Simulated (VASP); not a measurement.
Runs of VASP 6.6.1 on AlAu2. The structure is that of space group I4/mmm (No. 139), or close to it. The cells are those of the table. 

```csv
cell,further INCAR settings,gap on the mesh (eV),pressure (GPa),largest force (eV/Å)
"a = 5.092 Å, angles 143.3, 143.3, 52.9°, 3 atoms",ALGO = Fast; EDIFF = 1e-06; NBANDS = 20,none,1.2,0.53
"a = 5.010 Å, angles 141.9, 141.9, 55.0°, 3 atoms",ALGO = Fast; EDIFF = 1e-06; NBANDS = 20,none,(c),(a)
"a = 4.829 Å, angles 139.6, 139.6, 58.5°, 3 atoms",ALGO = Fast; EDIFF = 1e-06; NBANDS = 20,none,2.6,0.44
"a = 4.841 Å, angles 139.3, 139.3, 59.0°, 3 atoms",ALGO = Fast; EDIFF = 1e-07; NBANDS = 20,none,(b),0.51
"a = 4.752 Å, angles 138.0, 138.0, 60.9°, 3 atoms",ALGO = Fast; EDIFF = 1e-07; NBANDS = 20,none,2.5,1.13
```

Alike in all rows: task single point; level LDA; potentials or basis VASP PAW LDA potentials, release 64 (Al, Au); no spin polarisation; k mesh 16 × 16 × 16; cutoff (eV) 520; smearing gaussian 0.15 eV.

**Question.** Fill in the values left out.

**Answer.** (a) 0.29; (b) -0.5; (c) -1.2.

Caveats: spin-orbit coupling is left out, which moves the levels of the heavy elements; forces of over 1 eV/Å act on the atoms, so gaps and moduli don't describe the material at rest (some runs).

A k mesh can miss the band edges, and the runs leave out spin-orbit coupling on Au.

A gap of «none» marks levels without a gap at the run's occupations.
